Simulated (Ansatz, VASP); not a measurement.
**Two plane-wave programs on Br**

```xyz
1
Lattice="-1.3505 1.3505 3.2121 1.3505 -1.3505 3.2121 1.3505 1.3505 -3.2121" Properties=species:S:1:pos:R:3 pbc="T T T"
Br    0.0000    0.0000    0.0000
```

Alike in both runs: task single point; functional PBE; dispersion D3(BJ); k mesh 22 × 22 × 22; occupations gaussian, width 0.15 eV; no spin polarisation.

```csv
,VASP,Ansatz
version,VASP 6.6.1,Ansatz 0.2.0
potentials or method,"VASP PAW PBE potentials, release 64 (Br), cutoff 520 eV","scalar-relativistic, plane waves, PAW"
valence electrons in the cell,7,7
```

|  | VASP | Ansatz | Ansatz less VASP |
| --- | --- | --- | --- |
| gap on the k mesh at the Fermi level (eV) | none | none | - |
| pressure (GPa) | 9.4 | 9.4 | -0.01 |
| traceless stress, the component that is largest in VASP (GPa) | -5.90 | -5.88 | +0.026 |

A gap of «none» marks a metal or a gap that the smearing closes.
